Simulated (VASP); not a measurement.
Input of a VASP 6.6.1 run:

Contents of INCAR:

```
SYSTEM = Ru
ALGO = Normal
EDIFF = 1E-7
ENCUT = 520
GGA = PE
ISIF = 2
ISMEAR = -1
LASPH = .True.
LCHARG = .False.
LREAL = .False.
LWAVE = .False.
NBANDS = 21
NELM = 80
PREC = Accurate
SIGMA = 0.05
```

The input KPOINTS:

```
k-points
0
Gamma
  12 12 7
  0 0 0
```

Contents of POSCAR:

```
Ru
1.0
    2.7414067149      0.0000000000      0.0000000000
   -1.3707033574      2.3741283257      0.0000000000
    0.0000000000      0.0000000000      4.3382472512
Ru
2
Direct
    0.3333333333      0.6666666667      0.2500000000
    0.6666666667      0.3333333333      0.7500000000
```

Potentials or basis: VASP PAW PBE potentials, release 64 (Ru_pv).

The run is started by

```sh
$ cat potpaw_PBE.64/Ru_pv/POTCAR > POTCAR
$ mpirun -np 1 vasp_std > vasp.out
```

Task: Predict the pressure.

Result: -7.6 GPa.

Task: Estimate the band gap on the k mesh.

Result: Zero (band 14 reaches 13.46 eV, above the bottom of band 15 at 10.68 eV).

Stress tensor (GPa, compression positive):
```
-7.44  0.00  0.00
 0.00 -7.44  0.00
 0.00  0.00 -7.96
```
